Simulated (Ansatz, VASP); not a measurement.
# One calculation of MgO2, two programs

```
Mg O
1.0
     4.84083    0.00000    0.00000
     0.00000    4.84083    0.00000
     0.00000    0.00000    4.84083
Mg O
4 8
Direct
  0.00000 0.50000 0.50000
  0.50000 0.50000 0.00000
  0.50000 0.00000 0.50000
  0.00000 0.00000 0.00000
  0.41163 0.08837 0.91163
  0.08837 0.91163 0.41163
  0.91163 0.41163 0.08837
  0.58837 0.58837 0.58837
  0.41163 0.41163 0.41163
  0.08837 0.58837 0.91163
  0.91163 0.08837 0.58837
  0.58837 0.91163 0.08837
```

Alike in both runs: functional PBEsol; k mesh 6 × 6 × 6; no spin polarisation.

Ansatz relaxed the structure, and its values are those at the end. VASP's run is a single point on that final structure, the one shown.

|  | VASP | Ansatz |
| --- | --- | --- |
| version | VASP 6.6.1 | Ansatz 0.2.0 |
| potentials or method | VASP PAW PBE potentials, release 64 (Mg, O), cutoff 520 eV | scalar-relativistic, plane waves, PAW |
| occupations | gaussian, width 0.01 eV | fixed |
| valence electrons in the cell | 56 | 88 |

```tsv
	VASP	Ansatz	Ansatz less VASP
gap on the k mesh at the Fermi level (eV)	3.95	3.97	+0.026
least direct gap on the mesh (eV)	4.07	4.10	+0.025
pressure (GPa)	-0.1	0.0	+0.08
rms of the force components (eV/Å)	0.093	0.000	-0.0930
```

VASP's potentials were made for PBE, not for PBEsol. VASP's potentials hold 56 valence electrons a cell and Ansatz's 88, so a difference there can come from the potentials and not from the codes.
